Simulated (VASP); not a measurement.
Here is a VASP 6.6.1 calculation.

File INCAR:

```
PREC = Accurate
ENCUT = 520
EDIFF = 1E-7
ISMEAR = -1
SIGMA = 0.05
LREAL = False
LASPH = True
NELM = 60
ALGO = Normal
ISIF = 2
LWAVE = False
LCHARG = False
GGA = PE
NBANDS = 36
```

KPOINTS

```
Automatic mesh
0
Gamma
  8 8 3
```

File POSCAR:

```
Ge
1.0
    4.1037054460      0.0000000000      0.0000000000
   -2.0518527230      3.5539131659      0.0000000000
    0.0000000000      0.0000000000     11.1380250504
Ge
4
Direct
    0.6666666667      0.3333333333      0.4148480000
    0.3333333333      0.6666666667      0.9148480000
    0.0000000000      0.0000000000      0.4774520000
    0.0000000000      0.0000000000      0.9774520000
```

Potentials or basis: VASP PAW PBE potentials, release 64 (Ge_d).

Run with:

```bash
$ cat potpaw_PBE.64/Ge_d/POTCAR > POTCAR
$ mpirun -np 1 vasp_std > vasp.out
```

(1) Estimate the band gap on the k mesh.

(2) Estimate the pressure.

(3) Estimate the largest force.

## Answers

(1) 0.48 eV (least direct gap 0.65 eV).

(2) -1.3 GPa.

(3) 0.114 eV/Å.

Caveat: an odd mesh through Γ misses points on the zone boundary, where band edges can lie.
